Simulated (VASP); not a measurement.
# Sr (Fm-3m) in VASP: notebook, part 2 of 2

VASP 6.6.1. The steps go on from the part before.

**4. Single point, PBEsol (volume scaled by 0.84)**

Input file INCAR:

```
ALGO = Normal
EDIFF = 1E-6
ENCUT = 520
GGA = PS
ISIF = 2
ISMEAR = -1
LASPH = True
LCHARG = False
LREAL = False
LWAVE = False
NBANDS = 11
NELM = 100
PREC = Accurate
SIGMA = 0.05
```

Input file KPOINTS:

```
k-points
0
Gamma
  11 11 11
```

Input file POSCAR:

```
Sr
1.0
    0.0000000000      2.7935126345      2.7935126345
    2.7935126345      0.0000000000      2.7935126345
    2.7935126345      2.7935126345      0.0000000000
Sr
1
Direct
    0.0000000000      0.0000000000      0.0000000000
```

Potentials or basis: VASP PAW PBE potentials, release 64 (Sr_sv).

Launch:

```bash
$ cat potpaw_PBE.64/Sr_sv/POTCAR > POTCAR
$ mpirun -np 1 vasp_std > vasp.out
```

OUTCAR:

```text
EDIFF = 1E-6
   ENCUT = 520
   GGA = PS
   ISIF = 2
   ISMEAR = -1
   LASPH = True
   LREAL = False
   NELM = 100
   PREC = Accurate

 ion  position               nearest neighbor table
   1  0.000  0.000  0.000-

  LATTYP: Found a face centered cubic cell.
 ALAT       =     5.5870252690

  Lattice vectors:

 A1 = (   0.0000000000,   2.7935126345,   2.7935126345)
 A2 = (   2.7935126345,   0.0000000000,   2.7935126345)
 A3 = (   2.7935126345,   2.7935126345,   0.0000000000)

Analysis of symmetry for initial positions (statically):
=====================================================================
 Subroutine PRICEL returns:
 Original cell was already a primitive cell.

 Routine SETGRP: Setting up the symmetry group for a
 face centered cubic supercell.

 Subroutine GETGRP returns: Found 48 space group operations
 (whereof 48 operations were pure point group operations)
 out of a pool of 48 trial point group operations.

The static configuration has the point symmetry O_h .

Analysis of symmetry for dynamics (positions and initial velocities):
=====================================================================
 Subroutine PRICEL returns:
 Original cell was already a primitive cell.

 Routine SETGRP: Setting up the symmetry group for a
 face centered cubic supercell.

 Subroutine GETGRP returns: Found 48 space group operations
 (whereof 48 operations were pure point group operations)
 out of a pool of 48 trial point group operations.

The dynamic configuration has the point symmetry O_h .

 Subroutine INISYM returns: Found 48 space group operations
 (whereof 48 operations are pure point group operations),
 and found     1 'primitive' translations

----------------------------------------------------------------------------------------

                                     Primitive cell

  volume of cell :      43.5995

  direct lattice vectors                    reciprocal lattice vectors
     0.000000000  2.793512634  2.793512634    -0.178986124  0.178986124  0.178986124
     2.793512634  0.000000000  2.793512634     0.178986124 -0.178986124  0.178986124
     2.793512634  2.793512634  0.000000000     0.178986124  0.178986124 -0.178986124

  length of vectors
     3.950623454  3.950623454  3.950623454     0.310013061  0.310013061  0.310013061

  position of ions in fractional coordinates (direct lattice)
     0.000000000  0.000000000  0.000000000

  ion indices of the primitive-cell ions
   primitive index   ion index
                 1           1

----------------------------------------------------------------------------------------

 KPOINTS: k-points

Automatic generation of k-mesh.
 Grid dimensions read from file:
 generate k-points for:   11   11   11

 Generating k-lattice:

  Cartesian coordinates                     Fractional coordinates (reciprocal lattice)
    -0.016271466  0.016271466  0.016271466     0.090909091  0.000000000  0.000000000
     0.016271466 -0.016271466  0.016271466     0.000000000  0.090909091  0.000000000
     0.016271466  0.016271466 -0.016271466     0.000000000  0.000000000  0.090909091

  Length of vectors
     0.028183006  0.028183006  0.028183006

  Shift w.r.t. Gamma in fractional coordinates (k-lattice)
     0.000000000  0.000000000  0.000000000

 Subroutine IBZKPT returns following result:
 ===========================================

 Found     56 irreducible k-points:

 Following reciprocal coordinates:
            Coordinates               Weight
  0.000000  0.000000  0.000000      1.000000
  0.090909  0.000000  0.000000      8.000000
  0.181818  0.000000  0.000000      8.000000
  0.272727  0.000000  0.000000      8.000000
  0.363636  0.000000  0.000000      8.000000
  0.454545  0.000000  0.000000      8.000000
[... 16 lines left out ...]
 -0.272727  0.181818  0.000000     24.000000
 -0.181818  0.181818  0.000000     12.000000
 [... further k-points ...]
   k-points           NKPTS =     56   k-points in BZ     NKDIM =     56   number of bands    NBANDS=     11
   number of dos      NEDOS =    301   number of ions     NIONS =      1
   total plane-waves  NPLWV =  27000
   dimension x,y,z NGX =    30 NGY =   30 NGZ =   30
   dimension x,y,z NGXF=    60 NGYF=   60 NGZF=   60
   ions per type =               1
   NGX,Y,Z   is equivalent  to a cutoff of  12.62, 12.62, 12.62 a.u.
   NGXF,Y,Z  is equivalent  to a cutoff of  25.25, 25.25, 25.25 a.u.
 SYSTEM =  unknown system
   PREC   = accura    normal or accurate (medium, high low for compatibility)
   ISTART =      0    job   : 0-new  1-cont  2-samecut
   ICHARG =      2    charge: 1-file 2-atom 10-const
   ISPIN  =      1    spin polarized calculation?
   LNONCOLLINEAR =      F non collinear calculations
   LSORBIT =      F    spin-orbit coupling
   LASPH  =      T    aspherical Exc in radial PAW
   ENCUT  =  520.0 eV  38.22 Ry    6.18 a.u.   7.35  7.35  7.35*2*pi/ulx,y,z
   NELM   =    100;   NELMIN=  2; NELMDL= -5     # of ELM steps
   EDIFF  = 0.1E-05   stopping-criterion for ELM
   LREAL  =      F    real-space projection
   EDIFFG = 0.1E-04   stopping-criterion for IOM
   NSW    =      0    number of steps for IOM
   IBRION =     -1    ionic relax: 0-MD 1-quasi-New 2-CG
   NFREE  =      0    steps in history (QN), initial steepest desc. (CG)
   ISIF   =      2    stress and relaxation
   ISYM   =      2    0-nonsym 1-usesym 2-fastsym
   POTIM  = 0.5000    time-step for ionic-motion
   TEBEG  =    0.0;   TEEND  =   0.0 temperature during run
   PSTRESS=    0.0 pullay stress
   NELECT =      10.0000    total number of electrons
   NUPDOWN=      -1.0000    fix difference up-down
   EMIN   =  10.00;   EMAX   =-10.00  energy-range for DOS
   EFERMI =   0.00;   METHOD = LEGACY
   ISMEAR =    -1;   SIGMA  =   0.05  broadening in eV -4-tet -1-fermi 0-gaus
   EFERMI_NEDOS =   21; number of points for ismear=-14 and -15
   IALGO  =     38    algorithm
   IMIX   =      4    mixing-type and parameters
     AMIX     =   0.40;   BMIX     =  1.00
     AMIX_MAG =   1.60;   BMIX_MAG =  1.00
  volume/ion in A,a.u.               =      43.60       294.22
  Fermi-wavevector in a.u.,A,eV,Ry     =   1.002107  1.893708 13.663227  1.004219
  Thomas-Fermi vector in A             =   2.134573
   LORBIT       =      0    0 simple, 1 ext, 2 COOP (PROOUT), +10 PAW based schemes
   GGA     = PS    functional components
   LHFCALC =     F    Hartree Fock is set to
   AEXX    =    0.0000 exact exchange contribution
   IVDW    =     0    specifies the selected vdW correction
   LEPSILON=     F    determine dielectric tensor
   LRPA    =     F    only Hartree local field effects (RPA)
 non-spin polarized calculation
  energy-cutoff  :      520.00
  volume of cell :       43.60
 maximum number of plane-waves:      1211
 NGX is ok and might be reduce to    30
   NGX = 15   NGY = 15   NGZ = 15

 number of electron      10.0000000 magnetization

 Free energy of the ion-electron system (eV)
  ---------------------------------------------------
  ext. energy  EPLUGINS =         0.00000000
  ---------------------------------------------------
  free energy    TOTEN  =        -1.77827108 eV

  energy without entropy =       -1.77366980  energy(sigma->0) =       -1.77597044

 E-fermi :   2.3595     XC(G=0):  -8.1906

 val. band max:        2.2648066917   @ k =  -0.2727   0.4545   0.1818
 cond. band min:       2.4718733991   @ k =   0.4545   0.4545   0.0000
 fundamental gap:      0.2070667074
 Fermi energy:         2.3595422224

 k-point     1 :       0.0000    0.0000    0.0000
  band No.  band energies     occupation
      1     -33.7652      2.00000
      2     -15.5932      2.00000
      3     -15.5932      2.00000
      4     -15.5932      2.00000
      5      -1.6434      2.00000
      6       4.9182      0.00000
      7       4.9182      0.00000
      8       4.9182      0.00000
      9       6.8096      0.00000
     10       6.8096      0.00000
     11      10.2006      0.00000
[... 309 lines left out ...]
 k-point    24 :      -0.1818    0.1818    0.0000
  band No.  band energies     occupation
      1     -33.7377      2.00000
      2     -15.8401      2.00000
      3     -15.6948      2.00000
      4     -15.6218      2.00000
      5      -0.0384      2.00000
      6       3.5539      0.00000
      7       4.4986      0.00000
      8       5.6647      0.00000
      9       5.8017      0.00000
     10       7.6761      0.00000
     11      11.0021      0.00000

 [... further k-points ...]

------------------------ aborting loop because EDIFF is reached ----------------------------------------

  FORCE on cell =-STRESS in cart. coord.  units (eV):
  Direction    XX          YY          ZZ          XY          YZ          ZX
  --------------------------------------------------------------------------------------
  -------------------------------------------------------------------------------------
  Total        0.8026112      0.8026112      0.8026112      0.0000000     -0.0000000      0.0000000
  in kB       29.4940155     29.4940155     29.4940155      0.0000000     -0.0000000      0.0000000
  external PRESSURE =      29.4940155 kB  Pullay stress =       0.0000000 kB

 VOLUME and BASIS-vectors are now :
 -----------------------------------------------------------------------------
  energy-cutoff  :      520.00
  volume of cell :       43.60
      direct lattice vectors                 reciprocal lattice vectors
     0.000000000  2.793512634  2.793512634    -0.178986124  0.178986124  0.178986124
     2.793512634  0.000000000  2.793512634     0.178986124 -0.178986124  0.178986124
     2.793512634  2.793512634  0.000000000     0.178986124  0.178986124 -0.178986124

 POSITION                                       TOTAL-FORCE (eV/Angst)
 -----------------------------------------------------------------------------------
      0.00000      0.00000      0.00000         0.000000      0.000000      0.000000
 -----------------------------------------------------------------------------------
    total drift:                               -0.000000     -0.000000      0.000000

  FREE ENERGIE OF THE ION-ELECTRON SYSTEM (eV)
  ---------------------------------------------------
  free  energy   TOTEN  =        -1.7782710833 eV

  energy  without entropy=       -1.7736698040  energy(sigma->0) =       -1.77597044
```

OSZICAR:

```text
N       E                     dE             d eps       ncg     rms          rms(c)
DAV:   1     0.332349791735E+02    0.33235E+02   -0.50282E+03  1232   0.815E+02
DAV:   2    -0.317043793560E+00   -0.33552E+02   -0.32902E+02  1418   0.152E+02
DAV:   3    -0.171360378601E+01   -0.13966E+01   -0.13859E+01  1708   0.232E+01
DAV:   4    -0.178893366061E+01   -0.75330E-01   -0.75208E-01  1604   0.464E+00
DAV:   5    -0.179056316868E+01   -0.16295E-02   -0.16294E-02  1738   0.544E-01    0.136E+01
DAV:   6    -0.178287743278E+01    0.76857E-02   -0.56945E-03  1908   0.772E-01    0.781E+00
DAV:   7    -0.177823816555E+01    0.46393E-02   -0.10945E-02  1952   0.101E+00    0.195E-01
DAV:   8    -0.177825588596E+01   -0.17720E-04   -0.21515E-04  1600   0.109E-01    0.446E-02
DAV:   9    -0.177826943198E+01   -0.13546E-04   -0.34425E-05  1863   0.309E-02    0.190E-02
DAV:  10    -0.177827160837E+01   -0.21764E-05   -0.60735E-06  1430   0.210E-02    0.814E-03
DAV:  11    -0.177827108327E+01    0.52510E-06   -0.62449E-07   793   0.681E-03
   1 F= -.17782711E+01 E0= -.17759704E+01  d E =-.460128E-02
```

Run time: 25 s. Hardware: 1 thread of Intel Xeon Platinum 8259CL at 2.50GHz (Skylake/Cascade Lake), shared host; peak memory 0.18 GiB.

What came out:

```
Free energy            : -1.7783 eV
Pressure               : 2.9 GPa
Band gap on the k mesh : 0.21 eV, indirect (least direct gap 0.32 eV)
```

Levels at points of the mesh, in eV from the valence-band top:
```
           k point  band 3  band 4  band 5  band 6  band 7  band 8
(0.00, 0.00, 0.00)  -17.86  -17.86   -3.91    2.65    2.65    2.65
```

Caveat: the cell differs from its parent crystal (volume scaled by 0.84); the PAW data sets were made with another functional, which shifts forces and pressure a little. A k mesh can miss the band edges.

**5. Single point, PBEsol (volume scaled by 0.92)**

Input file INCAR:

```
SYSTEM = Sr
  PREC = Accurate
  ENCUT = 520
  EDIFF = 1E-6
  ISMEAR = -1
  SIGMA = 0.05
  LREAL = .False.
  LASPH = .True.
  NELM = 100
  ALGO = Normal
  ISIF = 2
  LWAVE = .False.
  LCHARG = .False.
  GGA = PS
  NBANDS = 11
```

Input file KPOINTS:

```
Automatic mesh
0
Gamma
  11 11 11
  0 0 0
```

Input file POSCAR:

```
Sr
1.0
    0.0000000000      2.8795203606      2.8795203606
    2.8795203606      0.0000000000      2.8795203606
    2.8795203606      2.8795203606      0.0000000000
Sr
1
Direct
    0.0000000000      0.0000000000      0.0000000000
```

Launch:

```bash
$ cat potpaw_PBE.64/Sr_sv/POTCAR > POTCAR
$ mpirun -np 1 vasp_std > vasp.out
```

Wall time 26 s (1 thread of Intel Xeon Platinum 8259CL at 2.50GHz (Skylake/Cascade Lake), shared host); peak memory 0.18 GiB.

It converged, with:

```
Free energy            : -1.8309 eV
Pressure               : 1.2 GPa
Band gap on the k mesh : 0.14 eV, indirect (least direct gap 0.25 eV)
```

Levels at points of the mesh, in eV from the valence-band top:
```tsv
k point	band 2	band 3	band 4	band 5	band 6	band 7	band 8	band 9
(0.00, 0.00, 0.00)	-18.11	-18.11	-18.11	-3.84	2.50	2.50	2.50	4.22
```

Caveat: the cell differs from its parent crystal (volume scaled by 0.92); the PAW data sets were made with another functional, which shifts forces and pressure a little.

**6. Single point, PBEsol**

This run uses another cell than the first one, of 51.90 Å³/atom, 1.471 times its volume.

Input file INCAR:

```
ALGO     = Normal         # electronic algorithm
EDIFF    = 1E-6           # SCF threshold, eV
ENCUT    = 520            # plane-wave cutoff, eV
GGA      = PS             # functional
ISIF     = 2              # what is computed and relaxed
ISMEAR   = -1             # smearing method
LASPH    = T              # aspherical terms in the spheres
LCHARG   = F              # write CHGCAR
LREAL    = F              # projectors in reciprocal space
LWAVE    = F              # write WAVECAR
NBANDS   = 11             # bands
NELM     = 100            # most SCF steps
PREC     = Accurate       # precision mode
SIGMA    = 0.05           # smearing width, eV
```

Input file KPOINTS:

```
k-points
0
Gamma
  11 11 11
```

Input file POSCAR:

```
Sr
1.0
    0.0000000000      2.9606759639      2.9606759639
    2.9606759639      0.0000000000      2.9606759639
    2.9606759639      2.9606759639      0.0000000000
Sr
1
Direct
    0.0000000000      0.0000000000      0.0000000000
```

Potentials or basis: VASP PAW PBE potentials, release 64 (Sr_sv).

Launch:

```bash
$ cat potpaw_PBE.64/Sr_sv/POTCAR > POTCAR
$ mpirun -np 1 vasp_std > vasp.out
```

OUTCAR:

```text
EDIFF = 1E-6
   ENCUT = 520
   GGA = PS
   ISIF = 2
   ISMEAR = -1
   LASPH = T
   LREAL = F
   NELM = 100
   PREC = Accurate

 ion  position               nearest neighbor table
   1  0.000  0.000  0.000-

  LATTYP: Found a face centered cubic cell.
 ALAT       =     5.9213519278

  Lattice vectors:

 A1 = (   0.0000000000,   2.9606759639,   2.9606759639)
 A2 = (   2.9606759639,   0.0000000000,   2.9606759639)
 A3 = (   2.9606759639,   2.9606759639,   0.0000000000)

Analysis of symmetry for initial positions (statically):
=====================================================================
 Subroutine PRICEL returns:
 Original cell was already a primitive cell.

 Routine SETGRP: Setting up the symmetry group for a
 face centered cubic supercell.

 Subroutine GETGRP returns: Found 48 space group operations
 (whereof 48 operations were pure point group operations)
 out of a pool of 48 trial point group operations.

The static configuration has the point symmetry O_h .

Analysis of symmetry for dynamics (positions and initial velocities):
[... 165 lines left out ...]
      1     -34.7327      2.00000
      2     -16.6225      2.00000
      3     -16.6225      2.00000
      4     -16.6225      2.00000
      5      -2.0533      2.00000
      6       4.0866      0.00000
      7       4.0866      0.00000
      8       4.0866      0.00000
      9       5.6564      0.00000
     10       5.6564      0.00000
     11       8.9869      0.00000
[... 309 lines left out ...]
 k-point    24 :      -0.1818    0.1818    0.0000
  band No.  band energies     occupation
      1     -34.7203      2.00000
      2     -16.7577      2.00000
      3     -16.6791      2.00000
      4     -16.6392      2.00000
      5      -0.6754      2.00000
      6       2.8647      0.00000
      7       3.7080      0.00000
      8       4.7204      0.00000
      9       4.8349      0.00000
     10       6.3573      0.00000
     11       9.1755      0.00000

 [... further k-points ...]

------------------------ aborting loop because EDIFF is reached ----------------------------------------

  FORCE on cell =-STRESS in cart. coord.  units (eV):
  Direction    XX          YY          ZZ          XY          YZ          ZX
  --------------------------------------------------------------------------------------
  -------------------------------------------------------------------------------------
  Total        0.0043341      0.0043341      0.0043341     -0.0000000     -0.0000000      0.0000000
  in kB        0.1337863      0.1337863      0.1337863     -0.0000000     -0.0000000      0.0000000
  external PRESSURE =       0.1337863 kB  Pullay stress =       0.0000000 kB

 VOLUME and BASIS-vectors are now :
 -----------------------------------------------------------------------------
  energy-cutoff  :      520.00
  volume of cell :       51.90
      direct lattice vectors                 reciprocal lattice vectors
     0.000000000  2.960675964  2.960675964    -0.168880352  0.168880352  0.168880352
     2.960675964  0.000000000  2.960675964     0.168880352 -0.168880352  0.168880352
     2.960675964  2.960675964  0.000000000     0.168880352  0.168880352 -0.168880352

 POSITION                                       TOTAL-FORCE (eV/Angst)
 -----------------------------------------------------------------------------------
      0.00000      0.00000      0.00000         0.000000     -0.000000     -0.000000
 -----------------------------------------------------------------------------------
    total drift:                                0.000000      0.000000      0.000000

  FREE ENERGIE OF THE ION-ELECTRON SYSTEM (eV)
  ---------------------------------------------------
  free  energy   TOTEN  =        -1.8459515132 eV

  energy  without entropy=       -1.8371243702  energy(sigma->0) =       -1.84153794
```

OSZICAR:

```text
N       E                     dE             d eps       ncg     rms          rms(c)
DAV:   1     0.340617755410E+02    0.34062E+02   -0.48660E+03  1232   0.791E+02
DAV:   2    -0.305216435309E+00   -0.34367E+02   -0.33770E+02  1433   0.152E+02
DAV:   3    -0.179628163564E+01   -0.14911E+01   -0.14732E+01  1882   0.227E+01
DAV:   4    -0.184998477923E+01   -0.53703E-01   -0.53593E-01  1546   0.404E+00
DAV:   5    -0.185135601495E+01   -0.13712E-02   -0.13712E-02  1790   0.483E-01    0.121E+01
DAV:   6    -0.184803756574E+01    0.33184E-02   -0.58151E-03  1479   0.864E-01    0.684E+00
DAV:   7    -0.184597540521E+01    0.20622E-02   -0.11182E-02  1824   0.113E+00    0.246E-01
DAV:   8    -0.184593030825E+01    0.45097E-04   -0.43336E-04  1682   0.137E-01    0.554E-02
DAV:   9    -0.184594844980E+01   -0.18142E-04   -0.60536E-05  1830   0.392E-02    0.197E-02
DAV:  10    -0.184595188987E+01   -0.34401E-05   -0.45162E-06  1505   0.182E-02    0.127E-02
DAV:  11    -0.184595151323E+01    0.37664E-06   -0.30441E-07   784   0.457E-03
   1 F= -.18459515E+01 E0= -.18415379E+01  d E =-.882714E-02
```

stdout:

```text
POSCAR found type information on POSCAR Sr
 POSCAR found :  1 types and       1 ions
 scaLAPACK will be used
 -----------------------------------------------------------------------------
|                                                                             |
|                                                                             |
|     You enforced a specific xc type in the INCAR file but a different       |
|     I HOPE YOU KNOW WHAT YOU ARE DOING!                                     |
|                                                                             |
 -----------------------------------------------------------------------------

 LDA part: xc-table for (Slater+PW92), standard interpolation
 POSCAR, INCAR and KPOINTS ok, starting setup
 FFT: planning ... GRIDC
 FFT: planning ... GRID_SOFT
 FFT: planning ... GRID
 WAVECAR not read
 entering main loop
```

Run time: 18 s. Hardware: 1 thread of Intel Xeon Platinum 8259CL at 2.50GHz (Skylake/Cascade Lake), shared host; peak memory 0.18 GiB.

Results:

```
Free energy : -1.8460 eV
Pressure    : 0.0 GPa
```

Caveat: the PAW data sets were made with another functional, which shifts forces and pressure a little.

**7. Overview**

```tsv
cell	gap on the mesh (eV)	pressure (GPa)
a = 3.682 Å, angles 60.0°, 1 atom	none	8.8
a = 3.821 Å, angles 60.0°, 1 atom	0.11	5.4
a = 3.951 Å, angles 60.0°, 1 atom	0.21	2.9
a = 4.072 Å, angles 60.0°, 1 atom	0.14	1.2
a = 4.187 Å, angles 60.0°, 1 atom	-	0.0
```

Alike in all rows: task single point; level PBEsol; potentials or basis VASP PAW PBE potentials, release 64 (Sr_sv); no spin polarisation; k mesh 11 × 11 × 11; cutoff (eV) 520; smearing fermi-dirac 0.05 eV.

Caveats: the PAW data sets were made with another functional, which shifts forces and pressure a little.

Total energies depend on the potentials used, so only differences within one code and one set of settings carry meaning.
